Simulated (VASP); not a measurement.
Wanted: the native input for a VASP 6.6.1 run.

```
Task                   : single point
Functional             : r2SCAN
Potentials or basis    : VASP PAW PBE potentials, release 64 (B, N)
Cutoff                 : 520 eV
k mesh                 : 12 × 12 × 12
Occupations            : gaussian, width 0.05 eV
Spin                   : no spin polarisation
Dipole correction      : no
Further INCAR settings : ALGO = Normal; EDIFF = 1e-06; NBANDS = 11
```

BN:

```xyz
2
Lattice="0.0000 1.8130 1.8130 1.8130 0.0000 1.8130 1.8130 1.8130 0.0000" Properties=species:S:1:pos:R:3 pbc="T T T"
B     0.0000    0.0000    0.0000
N     2.7195    3.0320    2.7195
```

This cell differs from its parent crystal: all N atoms moved +0.312 Å, as atom 2 along Cartesian [0 1 0].

These files were run (other wordings do the same):

POSCAR

```
BN
1.0
    0.0000000000      1.8130010000      1.8130010000
    1.8130010000      0.0000000000      1.8130010000
    1.8130010000      1.8130010000      0.0000000000
B N
1 1
Direct
    0.0000000000      0.0000000000      0.0000000000
    0.8361830744      0.6638169256      0.8361830744
```

INCAR.step1

```
PREC = Accurate
ENCUT = 520
ISMEAR = 0
SIGMA = 0.05
LREAL = F
LASPH = T
NELM = 100
NBANDS = 11
GGA = PE
ALGO = Normal
EDIFF = 1E-4
LWAVE = T
LCHARG = F
```

INCAR.step2

```
PREC = Accurate
ENCUT = 520
EDIFF = 1E-6
ISMEAR = 0
SIGMA = 0.05
LREAL = F
LASPH = T
NELM = 100
ALGO = Normal
ISIF = 2
LWAVE = F
LCHARG = T
METAGGA = R2SCAN
LMIXTAU = T
LELF = T
LVHAR = T
NBANDS = 11
ISTART = 1
```

KPOINTS

```
regular mesh
0
Gamma
  12 12 12
```

Potentials or basis: VASP PAW PBE potentials, release 64 (B, N).

Launch:

```console
$ cat potpaw_PBE.64/B/POTCAR potpaw_PBE.64/N/POTCAR > POTCAR
$ cp INCAR.step1 INCAR
$ mpirun -np 1 vasp_std > vasp.out
$ cp INCAR.step2 INCAR
$ mpirun -np 1 vasp_std > vasp.out
```

Results of the run:

* Pressure: 21.6 GPa
* Largest force: 5.886 eV/Å
* Band gap on the k mesh: 2.52 eV (least direct gap 7.05 eV)

Caveat: the cell differs from its parent crystal (all N atoms moved +0.312 Å, as atom 2 along Cartesian [0 1 0]); the cell stands under pressure; the PAW data sets were made with another functional, which shifts forces and pressure a little.

Wall time 2.7 min on 1 thread of Intel Xeon 8259CL (shared host), peak memory 0.15 GiB.
